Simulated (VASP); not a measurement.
Input of a VASP 6.6.1 run:

INCAR

```
ALGO = Normal ; EDIFF = 1E-6
ENCUT = 520 ; GGA = PS
ISIF = 2 ; ISMEAR = 0
LASPH = T ; LCHARG = T
LELF = T ; LREAL = F
LVHAR = T ; LWAVE = F
NBANDS = 21 ; NELM = 100
PREC = Accurate ; SIGMA = 0.15
```

Contents of KPOINTS:

```
k-points
0
Gamma
  20 20 20
```

The input POSCAR:

```
Ge
1.0
   -2.4958980000      2.6508630000      1.4369470000
    2.4958980000     -2.6508630000      1.4369470000
    2.4958980000      2.6508630000     -1.4369470000
Ge
2
Direct
    0.2903309837      1.0403309837      0.2500000000
    0.8140570000      0.0640570000      0.7500000000
```

Potentials or basis: VASP PAW PBE potentials, release 64 (Ge_d).

Launch:

```sh
$ cat potpaw_PBE.64/Ge_d/POTCAR > POTCAR
$ mpirun -np 1 vasp_std > vasp.out
```

Question: What does it give for the largest force?

Answer: 0.021 eV/Å.

Question: Estimate the band gap on the k mesh.

Answer: Zero (band 14 reaches 8.80 eV, above the bottom of band 15 at 3.16 eV).

Forces on the atoms (eV/Å):
```
Ge   0.000  0.000 -0.021
Ge   0.000  0.000  0.021
```

Caveat: the cell differs from its parent crystal (atom 1 (Ge) moved by (+0.000, +0.300) A along [1 1 0] and z); the PAW data sets were made with another functional, which shifts forces and pressure a little.
